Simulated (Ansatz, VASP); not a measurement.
# One calculation of MoS2, two programs

INCAR

```
SYSTEM = MoS2
  PREC = Accurate
  ENCUT = 520
  EDIFF = 1E-6
  ISMEAR = -1
  SIGMA = 0.05
  LREAL = .False.
  LASPH = .True.
  NELM = 100
  ALGO = Normal
  ISIF = 2
  LWAVE = .False.
  LCHARG = .False.
  GGA = PE
  NBANDS = 20
```

The input KPOINTS:

```
regular mesh
0
Gamma
  8 8 6
  0 0 0
```

POSCAR

```
MoS2
1.0
    3.1479925200     -1.9297820300      0.0000000000
    3.1479925200      1.9297820300      0.0000000000
   -0.0030992400      0.0000000000      4.4393295900
Mo S
1 2
Direct
    0.0000000000      0.0000000000      0.0000000000
    0.6879000000      0.6879000000      0.2889000000
    0.3121000000      0.3121000000      0.7111000000
```

Contents of input.yaml:

```yaml
crystal:
  lattice:
    - [3.14799252, -1.92978203, 0.0]
    - [3.14799252, 1.92978203, 0.0]
    - [-0.00309924, 0.0, 4.43932959]
  atoms:
    - { symbol: Mo, position: [0.0, 0.0, 0.0] }
    - { symbol: S, position: [0.6879, 0.6879, 0.2889] }
    - { symbol: S, position: [0.3121, 0.3121, 0.7111] }
kpoints:
  mp_grid: { grid: [8, 8, 6] }
scf:
  occupations: { method: fermi_dirac, width: 0.05 }
hamiltonian:
  xc: pbe
  pseudopotentials: { kind: all_electron, lapw: { basis_error: 0.001 } }
output:
  forces: true
  stress: true
  eigenvalues: true
  populations: true
```

Alike in both runs: task single point; functional PBE; k mesh 8 × 8 × 6; occupations fermi-dirac, width 0.05 eV; no spin polarisation.

|  | VASP | Ansatz |
| --- | --- | --- |
| version | VASP 6.6.1 | Ansatz 0.2.0 |
| potentials or method | VASP PAW PBE potentials, release 64 (Mo_sv, S), cutoff 520 eV | all-electron LAPW, scalar-relativistic |

VASP gave:

| Property | Result |
| --- | --- |
| gap on the k mesh at the Fermi level (eV) | none |
| pressure (GPa) | -3.6 |
| traceless stress, the component that is largest in VASP (GPa) | 18.57 |
| rms of the force components (eV/Å) | 0.576 |

Task: Which values does Ansatz return?

Result: gap on the k mesh at the Fermi level (eV): none; pressure (GPa): -3.6; traceless stress, the component that is largest in VASP (GPa): 18.54; rms of the force components (eV/Å): 0.577.

Atom by atom the forces differ by 0.001 eV/Å (rms over components). A gap of «none» marks a metal or a gap that the smearing closes. Ansatz ran all-electron here, and VASP with PAW potentials.
